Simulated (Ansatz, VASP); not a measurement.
One calculation of Bi, two programs

```
Bi
1.0
    -1.95465    1.95465    1.95465
     1.95465   -1.95465    1.95465
     1.95465    1.95465   -1.95465
Bi
1
Direct
  0.00000 0.00000 0.00000
```

Change from the starting cell: volume scaled by 0.96.

Alike in both runs: task single point; functional LDA; k mesh 9 × 9 × 9; occupations fermi-dirac, width 0.05 eV; no spin polarisation.

|  | VASP | Ansatz |
| --- | --- | --- |
| version | VASP 6.6.1 | Ansatz 0.2.0 |
| potentials or method | VASP PAW LDA potentials, release 64 (Bi_d), cutoff 520 eV | all-electron LAPW, scalar-relativistic |

```csv
,VASP,Ansatz,Ansatz less VASP
gap on the k mesh at the Fermi level (eV),none,none,-
pressure (GPa),-1.0,-1.1,-0.06
```

LDA's correlation is that of Perdew and Zunger in VASP and of Perdew and Wang (1992) in Ansatz. A gap of «none» marks a metal or a gap that the smearing closes. Ansatz ran all-electron here, and VASP with PAW potentials.

Spin-orbit coupling is off throughout.
